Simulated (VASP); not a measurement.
Tl:

```
Tl
1.0
     3.43280    0.00000    0.00000
    -1.71640    2.97290    0.00000
     0.00000    0.00000    5.48792
Tl
2
Direct
  0.66667 0.33333 0.75000
  0.33333 0.66667 0.25000
```

Base run:

| Property | Result |
| --- | --- |
| Program | VASP 6.6.1 |
| Functional | LDA |
| Potentials or basis | VASP PAW LDA potentials, release 64 (Tl_d) |
| Cutoff | 520 eV |
| k mesh | 9 × 9 × 5 |
| Occupations | fermi-dirac, width 0.05 eV |
| Spin | no spin polarisation |

Its results: band gap on the k mesh zero (bands 13 and 14 overlap by 3.77 eV); pressure -0.8 GPa.

Q: The run is repeated on the same cell with these changes: functional from LDA to PBE; potentials or basis from VASP PAW LDA potentials, release 64 (Tl_d) to VASP PAW PBE potentials, release 64 (Tl_d). What comes out?

A: Band gap on the k mesh zero (bands 13 and 14 overlap by 3.78 eV); pressure 4.3 GPa.

Caveats: spin-orbit coupling is left out, which moves the levels of the heavy elements; the cell stands under pressure (at least some runs).
